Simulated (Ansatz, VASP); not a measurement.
# CdS: VASP beside Ansatz

The input POSCAR:

```
CdS
1.0
    4.0805182010      0.0000000000      0.0000000000
   -2.0402591005      3.5338324227      0.0000000000
    0.0000000000      0.0000000000      6.8949723213
Cd S
2 2
Direct
    0.3333333333      0.6666666667      0.0036341526
    0.6666666667      0.3333333333      0.5036341526
    0.3333333333      0.6666666667      0.3713658474
    0.6666666667      0.3333333333      0.8713658474
```

The input INCAR.step1:

```
PREC     = Accurate       # precision mode
ENCUT    = 520            # plane-wave cutoff, eV
ISMEAR   = 0              # smearing method
SIGMA    = 0.01           # smearing width, eV
LREAL    = False          # projectors in reciprocal space
LASPH    = True           # aspherical terms in the spheres
NELM     = 60             # most SCF steps
NBANDS   = 26             # bands
GGA      = PE             # functional
ALGO     = Normal         # electronic algorithm
EDIFF    = 1E-4           # SCF threshold, eV
LWAVE    = True           # write WAVECAR
LCHARG   = False          # write CHGCAR
```

INCAR.step2

```
PREC     = Accurate       # precision mode
ENCUT    = 520            # plane-wave cutoff, eV
EDIFF    = 1E-6           # SCF threshold, eV
ISMEAR   = 0              # smearing method
SIGMA    = 0.01           # smearing width, eV
LREAL    = False          # projectors in reciprocal space
LASPH    = True           # aspherical terms in the spheres
NELM     = 60             # most SCF steps
ALGO     = Normal         # electronic algorithm
ISIF     = 2              # what is computed and relaxed
LWAVE    = False          # write WAVECAR
LCHARG   = True           # write CHGCAR
METAGGA  = R2SCAN         # meta-GGA
LMIXTAU  = True         
LELF     = True           # ELF
LVHAR    = True         
NBANDS   = 26             # bands
ISTART   = 1
```

Contents of KPOINTS:

```
regular mesh
0
Gamma
  6 6 4
```

Input for Ansatz:

```yaml
crystal:
  lattice:
    - [4.08051820098, 0.0, 0.0]
    - [-2.04025910049, 3.53383242266, 0.0]
    - [0.0, 0.0, 6.89497232133]
  atoms:
    - { symbol: Cd, position: [0.333333333333, 0.666666666667, 0.003634152648] }
    - { symbol: Cd, position: [0.666666666667, 0.333333333333, 0.503634152648] }
    - { symbol: S, position: [0.333333333333, 0.666666666667, 0.371365847352] }
    - { symbol: S, position: [0.666666666667, 0.333333333333, 0.871365847352] }
kpoints:
  mp_grid: { grid: [6, 6, 4] }
scf:
  occupations: { method: fixed }
  convergence: { dr2_threshold: 1.0e-10 }
hamiltonian:
  xc: r2scan
  pseudopotentials: { kind: paw }
output:
  forces: true
  stress: true
  eigenstates:
    kpoints:
      - [0.0, 0.0, 0.0]
      - [0.0, 0.0, -0.5]
      - [-0.5, 0.0, 0.0]
      - [-0.5, 0.5, 0.0]
      - [0.0, -0.5, 0.0]
      - [-0.5, 0.0, -0.5]
      - [-0.5, 0.5, -0.5]
      - [0.0, -0.5, -0.5]
  eigenvalues: true
```

Change from the starting cell: film at in-plane strain -0.02.

Alike in both runs: task single point; functional r2SCAN; k mesh 6 × 6 × 4; no spin polarisation.

|  | VASP | Ansatz |
| --- | --- | --- |
| version | VASP 6.6.1 | Ansatz 0.2.0 |
| potentials or method | VASP PAW PBE potentials, release 64 (Cd, S) | PAW with Ansatz's default frozen-core files, scalar-relativistic |
| plane-wave cutoff (eV) | 520 | 500 |
| occupations | gaussian, width 0.01 eV | fixed |
| valence electrons in the cell | 36 | 52 |

|  | VASP | Ansatz | Ansatz less VASP |
| --- | --- | --- | --- |
| gap on the k mesh at the Fermi level (eV) | 1.58 | 1.59 | +0.005 |
| pressure (GPa) | 1.6 | 1.3 | -0.34 |
| traceless stress, the component that is largest in VASP (GPa) | -1.29 | -1.28 | +0.003 |

VASP's potentials were made for PBE, not for r2SCAN. VASP's potentials hold 36 valence electrons a cell and Ansatz's 52, so a difference there can come from the potentials and not from the codes.
